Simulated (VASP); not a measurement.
# Fe3Ge (Fm-3m) in VASP: further runs

Runs on Fe3Ge. Level: PBEsol. Tasks: single point.

All numbers are computed with VASP 6.6.1; they aren't measurements. Logs are shortened: lines on timing, memory, paths and dates and some standing lists are left out, and cuts for length are marked.

**1. The cell of the first run**

Symmetry: Fm-3m, No. 225, cubic system. Conventional cell: a = 5.713 Å, b = 5.713 Å, c = 5.713 Å, α = 90.00°, β = 90.00°, γ = 90.00°. Ge (site symmetry m-3m) has 14 Fe at 2.47 to 2.86 Å within 3.3 Å. Within 3.3 Å of Fe (site symmetry -43m) lie 4 Ge at 2.47 Å and 10 Fe at 2.47 to 2.86 Å. Fe (site symmetry m-3m) has 8 Fe at 2.47 Å and 6 Ge at 2.86 Å within 3.3 Å.

**2. Single point, PBEsol, collinear spin, ferromagnetic start**

File INCAR:

```
SYSTEM = Fe3Ge
PREC = Accurate
ENCUT = 600
EDIFF = 1E-6
ISMEAR = -1
SIGMA = 0.05
LREAL = .False.
LASPH = .True.
NELM = 200
ALGO = Normal
ISIF = 2
LWAVE = .False.
LCHARG = .False.
ISPIN = 2
MAGMOM = 0 3 3 3
LORBIT = 11
LMAXMIX = 4
GGA = PS
NBANDS = 43
GGA_COMPAT = .False.
```

File KPOINTS:

```
Automatic mesh
0
Gamma
  8 8 8
  0 0 0
```

File POSCAR:

```
Fe3Ge
1.0
    0.0000000000      2.8562856173      2.8562856173
    2.8562856173      0.0000000000      2.8562856173
    2.8562856173      2.8562856173      0.0000000000
Ge Fe
1 3
Direct
    0.0000000000      0.0000000000      0.0000000000
    0.7500000000      0.7500000000      0.7500000000
    0.2500000000      0.2500000000      0.2500000000
    0.5000000000      0.5000000000      0.5000000000
```

Potentials or basis: VASP PAW PBE potentials, release 64 (Ge_d, Fe_sv).

Run with:

```bash
> cat potpaw_PBE.64/Ge_d/POTCAR potpaw_PBE.64/Fe_sv/POTCAR > POTCAR
> mpirun -np 1 vasp_std > vasp.out
```

OUTCAR:

```text
SYSTEM = Fe3Ge
   PREC = Accurate
   ENCUT = 600
   EDIFF = 1E-6
   ISMEAR = -1
   LREAL = .False.
   LASPH = .True.
   NELM = 200
   ISIF = 2
   ISPIN = 2
   LORBIT = 11
   GGA = PS

 ion  position               nearest neighbor table
   1  0.000  0.000  0.000-   2 2.47   2 2.47   2 2.47   2 2.47   3 2.47   3 2.47   3 2.47   3 2.47

   2  0.750  0.750  0.750-   4 2.47   4 2.47   4 2.47   1 2.47   4 2.47   1 2.47   1 2.47   1 2.47

   3  0.250  0.250  0.250-   1 2.47   1 2.47   1 2.47   1 2.47   4 2.47   4 2.47   4 2.47   4 2.47

   4  0.500  0.500  0.500-   3 2.47   3 2.47   3 2.47   2 2.47   3 2.47   2 2.47   2 2.47   2 2.47

  LATTYP: Found a face centered cubic cell.
 ALAT       =     5.7125712346

  Lattice vectors:

 A1 = (   0.0000000000,   2.8562856173,   2.8562856173)
 A2 = (   2.8562856173,   0.0000000000,   2.8562856173)
 A3 = (   2.8562856173,   2.8562856173,   0.0000000000)

Analysis of symmetry for initial positions (statically):
=====================================================================
 Subroutine PRICEL returns:
 Original cell was already a primitive cell.

 Routine SETGRP: Setting up the symmetry group for a
 face centered cubic supercell.

 Subroutine GETGRP returns: Found 48 space group operations
 (whereof 48 operations were pure point group operations)
 out of a pool of 48 trial point group operations.

The static configuration has the point symmetry O_h .

Analysis of symmetry for dynamics (positions and initial velocities):
=====================================================================
 Subroutine PRICEL returns:
 Original cell was already a primitive cell.

 Routine SETGRP: Setting up the symmetry group for a
 face centered cubic supercell.

 Subroutine GETGRP returns: Found 48 space group operations
 (whereof 48 operations were pure point group operations)
 out of a pool of 48 trial point group operations.

The dynamic configuration has the point symmetry O_h .

Analysis of structural, dynamic, and magnetic symmetry:
=====================================================================
 Subroutine PRICEL returns:
 Original cell was already a primitive cell.

 Routine SETGRP: Setting up the symmetry group for a
 face centered cubic supercell.

 Subroutine GETGRP returns: Found 48 space group operations
 (whereof 48 operations were pure point group operations)
 out of a pool of 48 trial point group operations.

The overall configuration has the point symmetry O_h .

 Subroutine INISYM returns: Found 48 space group operations
 (whereof 48 operations are pure point group operations),
 and found     1 'primitive' translations

----------------------------------------------------------------------------------------

                                     Primitive cell

  volume of cell :      46.6053

  direct lattice vectors                    reciprocal lattice vectors
     0.000000000  2.856285617  2.856285617    -0.175052522  0.175052522  0.175052522
     2.856285617  0.000000000  2.856285617     0.175052522 -0.175052522  0.175052522
     2.856285617  2.856285617  0.000000000     0.175052522  0.175052522 -0.175052522

  length of vectors
     4.039397858  4.039397858  4.039397858     0.303199862  0.303199862  0.303199862

  position of ions in fractional coordinates (direct lattice)
     0.000000000  0.000000000  0.000000000
     0.750000000  0.750000000  0.750000000
     0.250000000  0.250000000  0.250000000
     0.500000000  0.500000000  0.500000000

  ion indices of the primitive-cell ions
   primitive index   ion index
                 1           1
                 2           2
                 3           3
                 4           4

----------------------------------------------------------------------------------------

 KPOINTS: Automatic mesh

Automatic generation of k-mesh.
 Grid dimensions read from file:
 generate k-points for:    8    8    8

 Generating k-lattice:

  Cartesian coordinates                     Fractional coordinates (reciprocal lattice)
    -0.021881565  0.021881565  0.021881565     0.125000000  0.000000000  0.000000000
     0.021881565 -0.021881565  0.021881565     0.000000000  0.125000000  0.000000000
     0.021881565  0.021881565 -0.021881565     0.000000000  0.000000000  0.125000000

  Length of vectors
     0.037899983  0.037899983  0.037899983

  Shift w.r.t. Gamma in fractional coordinates (k-lattice)
     0.000000000  0.000000000  0.000000000

 Subroutine IBZKPT returns following result:
 ===========================================

 Found     29 irreducible k-points:

 Following reciprocal coordinates:
            Coordinates               Weight
  0.000000  0.000000  0.000000      1.000000
  0.125000  0.000000  0.000000      8.000000
  0.250000  0.000000  0.000000      8.000000
  0.375000  0.000000  0.000000      8.000000
  0.500000  0.000000  0.000000      4.000000
  0.125000  0.125000  0.000000      6.000000
[... 16 lines left out ...]
  0.500000  0.250000  0.125000     48.000000
 -0.375000  0.250000  0.125000     24.000000
 [... further k-points ...]
   k-points           NKPTS =     29   k-points in BZ     NKDIM =     29   number of bands    NBANDS=     43
   number of dos      NEDOS =    301   number of ions     NIONS =      4
   total plane-waves  NPLWV =  32768
   dimension x,y,z NGX =    32 NGY =   32 NGZ =   32
   dimension x,y,z NGXF=    64 NGYF=   64 NGZF=   64
   ions per type =               1   3
   NGX,Y,Z   is equivalent  to a cutoff of  13.17, 13.17, 13.17 a.u.
   NGXF,Y,Z  is equivalent  to a cutoff of  26.34, 26.34, 26.34 a.u.
 SYSTEM =  Fe3Ge
   PREC   = accura    normal or accurate (medium, high low for compatibility)
   ISTART =      0    job   : 0-new  1-cont  2-samecut
   ICHARG =      2    charge: 1-file 2-atom 10-const
   ISPIN  =      2    spin polarized calculation?
   LNONCOLLINEAR =      F non collinear calculations
   LSORBIT =      F    spin-orbit coupling
   LASPH  =      T    aspherical Exc in radial PAW
   ENCUT  =  600.0 eV  44.10 Ry    6.64 a.u.   8.07  8.07  8.07*2*pi/ulx,y,z
   NELM   =    200;   NELMIN=  2; NELMDL= -5     # of ELM steps
   EDIFF  = 0.1E-05   stopping-criterion for ELM
   LREAL  =      F    real-space projection
   EDIFFG = 0.1E-04   stopping-criterion for IOM
   NSW    =      0    number of steps for IOM
   IBRION =     -1    ionic relax: 0-MD 1-quasi-New 2-CG
   NFREE  =      0    steps in history (QN), initial steepest desc. (CG)
   ISIF   =      2    stress and relaxation
   ISYM   =      2    0-nonsym 1-usesym 2-fastsym
   POTIM  = 0.5000    time-step for ionic-motion
   TEBEG  =    0.0;   TEEND  =   0.0 temperature during run
   PSTRESS=    0.0 pullay stress
   NELECT =      62.0000    total number of electrons
   NUPDOWN=      -1.0000    fix difference up-down
   EMIN   =  10.00;   EMAX   =-10.00  energy-range for DOS
   EFERMI =   0.00;   METHOD = LEGACY
   ISMEAR =    -1;   SIGMA  =   0.05  broadening in eV -4-tet -1-fermi 0-gaus
   EFERMI_NEDOS =   21; number of points for ismear=-14 and -15
   IALGO  =     38    algorithm
   IMIX   =      4    mixing-type and parameters
     AMIX     =   0.40;   BMIX     =  1.00
     AMIX_MAG =   1.60;   BMIX_MAG =  1.00
  volume/ion in A,a.u.               =      11.65        78.63
  Fermi-wavevector in a.u.,A,eV,Ry     =   1.800503  3.402457 44.107499  3.241810
  Thomas-Fermi vector in A             =   2.861217
   LORBIT       =     11    0 simple, 1 ext, 2 COOP (PROOUT), +10 PAW based schemes
   GGA     = PS    functional components
   LHFCALC =     F    Hartree Fock is set to
   AEXX    =    0.0000 exact exchange contribution
   IVDW    =     0    specifies the selected vdW correction
   LEPSILON=     F    determine dielectric tensor
   LRPA    =     F    only Hartree local field effects (RPA)
 spin polarized calculation
  energy-cutoff  :      600.00
  volume of cell :       46.61
 maximum number of plane-waves:      1588
   NGX = 17   NGY = 17   NGZ = 17

 number of electron      62.0000059 magnetization       5.2876104

 Free energy of the ion-electron system (eV)
  ---------------------------------------------------
  ext. energy  EPLUGINS =         0.00000000
  ---------------------------------------------------
  free energy    TOTEN  =       -32.61687420 eV

  energy without entropy =      -32.58640869  energy(sigma->0) =      -32.60164145

 E-fermi :  12.0448     XC(G=0): -13.8294

 val. band max:       12.0339242585   @ k =  -0.1250   0.1250   0.0000
 cond. band min:      12.0484759956   @ k =   0.3750   0.0000   0.0000
 fundamental gap:      0.0145517371
 Fermi energy:        12.0448081867

 spin component 1

 k-point     1 :       0.0000    0.0000    0.0000
  band No.  band energies     occupation
      1     -76.3070      1.00000
      2     -75.1518      1.00000
      3     -75.1384      1.00000
      4     -42.4874      1.00000
      5     -42.4874      1.00000
      6     -42.4874      1.00000
[... 1093 lines left out ...]
     42      22.5707      0.00000
     43      25.3725      0.00000

 [... further k-points ...]

 spin component 2

 k-point     1 :       0.0000    0.0000    0.0000
  band No.  band energies     occupation
      1     -73.5081      1.00000
      2     -73.4787      1.00000
      3     -73.3127      1.00000
      4     -39.7708      1.00000
      5     -39.7708      1.00000
      6     -39.7708      1.00000
[... 1093 lines left out ...]
     42      23.1453      0.00000
     43      25.6297      0.00000

 [... further k-points ...]

------------------------ aborting loop because EDIFF is reached ----------------------------------------

  FORCE on cell =-STRESS in cart. coord.  units (eV):
  Direction    XX          YY          ZZ          XY          YZ          ZX
  --------------------------------------------------------------------------------------
  -------------------------------------------------------------------------------------
  Total       -3.1881740     -3.1881740     -3.1881740      0.0000000     -0.0000000      0.0000000
  in kB     -109.6018035   -109.6018035   -109.6018035      0.0000000     -0.0000000      0.0000000
  external PRESSURE =    -109.6018035 kB  Pullay stress =       0.0000000 kB

 VOLUME and BASIS-vectors are now :
 -----------------------------------------------------------------------------
  energy-cutoff  :      600.00
  volume of cell :       46.61
      direct lattice vectors                 reciprocal lattice vectors
     0.000000000  2.856285617  2.856285617    -0.175052522  0.175052522  0.175052522
     2.856285617  0.000000000  2.856285617     0.175052522 -0.175052522  0.175052522
     2.856285617  2.856285617  0.000000000     0.175052522  0.175052522 -0.175052522

 POSITION                                       TOTAL-FORCE (eV/Angst)
 -----------------------------------------------------------------------------------
      0.00000      0.00000      0.00000        -0.000000     -0.000000     -0.000000
      4.28443      4.28443      4.28443         0.000000      0.000000      0.000000
      1.42814      1.42814      1.42814        -0.000000     -0.000000     -0.000000
      2.85629      2.85629      2.85629        -0.000000     -0.000000     -0.000000
 -----------------------------------------------------------------------------------
    total drift:                                0.000000     -0.000000      0.000000

  FREE ENERGIE OF THE ION-ELECTRON SYSTEM (eV)
  ---------------------------------------------------
  free  energy   TOTEN  =       -32.6168741974 eV

  energy  without entropy=      -32.5864086933  energy(sigma->0) =      -32.60164145

 total charge

# of ion       s       p       d       tot
------------------------------------------
    1        1.061   1.310  10.140  12.511
    2        2.153   6.025   5.648  13.826
    3        2.153   6.025   5.648  13.826
    4        2.177   6.030   5.530  13.737
--------------------------------------------------
tot          7.545  19.391  26.965  53.901

 magnetization (x)

# of ion       s       p       d       tot
------------------------------------------
    1        0.003  -0.062  -0.011  -0.070
    2       -0.002  -0.003   1.405   1.401
    3       -0.002  -0.003   1.405   1.401
    4        0.002  -0.000   2.495   2.497
--------------------------------------------------
tot          0.001  -0.068   5.295   5.228
```

Run time: 1.9 min. Hardware: 1 thread of Intel Xeon Platinum 8488C (Sapphire Rapids), shared host; peak memory 0.27 GiB.

Results:

| Item | Value |
| --- | --- |
| Free energy | -32.6169 eV |
| Pressure | -11.0 GPa |
| Net moment | 5.29 μB per cell |
| Site moments | Ge -0.07; Fe +1.40, +2.50 (each value once) μB |
| Valence electrons inside the program's atomic spheres | Ge 12.51; Fe 13.83, 13.74 (each value once) |

Levels at points of the mesh, in eV from the Fermi level:
Spin up:
| k point | band 30 | band 31 | band 32 | band 33 | band 34 | band 35 | band 36 | band 37 |
| --- | --- | --- | --- | --- | --- | --- | --- | --- |
| (0.00, 0.00, 0.00) | -0.69 | -0.69 | -0.42 | -0.42 | 2.21 | 3.95 | 3.95 | 3.95 |
| (0.50, 0.00, 0.00) | -1.38 | -1.38 | -0.84 | -0.84 | -0.53 | 3.29 | 3.36 | 3.36 |
| (0.50, 0.50, 0.00) | -1.46 | -1.10 | -0.85 | -0.48 | -0.48 | -0.46 | 0.02 | 3.39 |
Spin down:
| k point | band 25 | band 26 | band 27 | band 28 | band 29 | band 30 | band 31 | band 32 |
| --- | --- | --- | --- | --- | --- | --- | --- | --- |
| (0.00, 0.00, 0.00) | -1.57 | -1.57 | 0.62 | 0.62 | 0.62 | 1.30 | 1.30 | 1.35 |
| (0.50, 0.00, 0.00) | -1.43 | -1.43 | -0.64 | -0.44 | -0.44 | 0.95 | 0.95 | 1.20 |
| (0.50, 0.50, 0.00) | -1.64 | -1.43 | -0.46 | -0.46 | 0.01 | 0.46 | 0.84 | 1.02 |

Caveat: the cell stands under tension; the PAW data sets were made with another functional, which shifts forces and pressure a little.

**3. Single point, PBEsol, collinear spin, ferromagnetic start**

This run uses another cell than the first one, of 11.18 Å³/atom.

File INCAR:

```
SYSTEM = Fe3Ge
ALGO = Normal ; EDIFF = 1E-6
ENCUT = 600 ; GGA = PS
GGA_COMPAT = .FALSE. ; ISIF = 2
ISMEAR = -1 ; ISPIN = 2
LASPH = .TRUE. ; LCHARG = .TRUE.
LELF = .TRUE. ; LMAXMIX = 4
LORBIT = 11 ; LREAL = .FALSE.
LVHAR = .TRUE. ; LWAVE = .FALSE.
MAGMOM = 0 3 3 3 ; NBANDS = 43
NELM = 200 ; PREC = Accurate
SIGMA = 0.05
```

File KPOINTS:

```
k-points
0
G
  8 8 8
  0 0 0
```

File POSCAR:

```
Fe3Ge
1.0
    0.0000000000      2.8168835416      2.8168835416
    2.8168835416      0.0000000000      2.8168835416
    2.8168835416      2.8168835416      0.0000000000
Ge Fe
1 3
Direct
    0.0000000000      0.0000000000      0.0000000000
    0.7500000000      0.7500000000      0.7500000000
    0.2500000000      0.2500000000      0.2500000000
    0.5000000000      0.5000000000      0.5000000000
```

Potentials or basis: VASP PAW PBE potentials, release 64 (Ge_d, Fe_sv).

Run with:

```bash
> cat potpaw_PBE.64/Ge_d/POTCAR potpaw_PBE.64/Fe_sv/POTCAR > POTCAR
> mpirun -np 1 vasp_std > vasp.out
```

It took 54 s on 1 thread of Intel Xeon 6975P-C (Granite Rapids), shared host; peak memory 0.26 GiB.

The run converged. Its results:

| Item | Value |
| --- | --- |
| Free energy | -32.6785 eV |
| Pressure | -3.0 GPa |
| Net moment | 5.05 μB per cell |
| Site moments | Ge -0.06; Fe +1.29, +2.47 (each value once) μB |
| Valence electrons inside the program's atomic spheres | Ge 12.58; Fe 13.86, 13.76 (each value once) |

Levels at points of the mesh, in eV from the Fermi level:
Spin up:
```csv
k point,band 30,band 31,band 32,band 33,band 34,band 35,band 36,band 37
"(0.00, 0.00, 0.00)",-0.61,-0.61,-0.30,-0.30,2.59,4.20,4.20,4.20
"(0.50, 0.00, 0.00)",-1.33,-1.33,-0.77,-0.77,-0.44,3.61,3.61,3.63
"(0.50, 0.50, 0.00)",-1.44,-1.04,-0.77,-0.38,-0.38,-0.35,0.16,3.74
```
Spin down:
```tsv
k point	band 26	band 27	band 28	band 29	band 30	band 31	band 32	band 33
(0.00, 0.00, 0.00)	-1.69	0.61	0.61	0.61	1.31	1.31	1.35	1.35
(0.50, 0.00, 0.00)	-1.54	-0.68	-0.52	-0.52	0.94	0.94	1.20	1.20
(0.50, 0.50, 0.00)	-1.59	-0.53	-0.53	-0.07	0.42	0.82	1.02	1.26
```

Caveat: the PAW data sets were made with another functional, which shifts forces and pressure a little.

**4. Single point, PBEsol, collinear spin, ferromagnetic start**

This run uses another cell than the first one, of 11.89 Å³/atom.

File INCAR:

```
SYSTEM = Fe3Ge
ALGO = Fast ; EDIFF = 1E-6
ENCUT = 520 ; GGA = PS
ISIF = 2 ; ISMEAR = -1
ISPIN = 2 ; LASPH = .TRUE.
LCHARG = .FALSE. ; LMAXMIX = 4
LORBIT = 11 ; LREAL = .FALSE.
LWAVE = .FALSE. ; MAGMOM = 0 3 3 3
NBANDS = 31 ; NELM = 150
PREC = Accurate ; SIGMA = 0.05
```

KPOINTS is that of step 3.

File POSCAR:

```
Fe3Ge
1.0
    0.0000000000      2.8755854299      2.8755854299
    2.8755854299      0.0000000000      2.8755854299
    2.8755854299      2.8755854299      0.0000000000
Ge Fe
1 3
Direct
    0.0000000000      0.0000000000      0.0000000000
    0.7500000000      0.7500000000      0.7500000000
    0.2500000000      0.2500000000      0.2500000000
    0.5000000000      0.5000000000      0.5000000000
```

Potentials or basis: VASP PAW PBE potentials, release 64 (Ge_d, Fe).

Run with:

```bash
> cat potpaw_PBE.64/Ge_d/POTCAR potpaw_PBE.64/Fe/POTCAR > POTCAR
> mpirun -np 1 vasp_std > vasp.out
```

Wall time 2.6 min (1 thread of Intel Xeon 8259CL, shared host); peak memory 0.22 GiB.

Results (log left out):

```yaml
Free_energy: -32.2635 eV
Pressure: -10.7 GPa
Net_moment: 5.68 μB per cell
Site_moments: Ge -0.07; Fe +1.60, +2.54 (each value once) μB
Valence_electrons_inside_the_program's_atomic_spheres: Ge 12.48; Fe 7.33, 7.19 (each value once)
```

Levels at points of the mesh, in eV from the Fermi level:
Spin up:
```tsv
k point	band 19	band 20	band 21	band 22	band 23	band 24	band 25	band 26
(0.00, 0.00, 0.00)	-0.81	-0.56	-0.56	2.08	3.82	3.82	3.82	5.63
(0.50, 0.00, 0.00)	-1.41	-0.92	-0.92	-0.60	3.13	3.22	3.22	4.57
(0.50, 0.50, 0.00)	-1.15	-0.97	-0.60	-0.57	-0.57	-0.12	3.19	4.69
```
Spin down:
| k point | band 12 | band 13 | band 14 | band 15 | band 16 | band 17 | band 18 | band 19 | band 20 | band 21 |
| --- | --- | --- | --- | --- | --- | --- | --- | --- | --- | --- |
| (0.00, 0.00, 0.00) | -1.47 | -1.47 | -1.47 | 0.68 | 0.68 | 0.68 | 1.35 | 1.35 | 1.36 | 1.36 |
| (0.50, 0.00, 0.00) | -1.74 | -1.31 | -1.31 | -0.56 | -0.34 | -0.34 | 0.98 | 0.98 | 1.21 | 1.23 |
| (0.50, 0.50, 0.00) | -1.53 | -1.53 | -1.30 | -0.37 | -0.37 | 0.07 | 0.52 | 0.88 | 1.02 | 1.28 |

Caveat: the cell stands under tension; the PAW data sets were made with another functional, which shifts forces and pressure a little.

(Continued in part 2 of 2.)
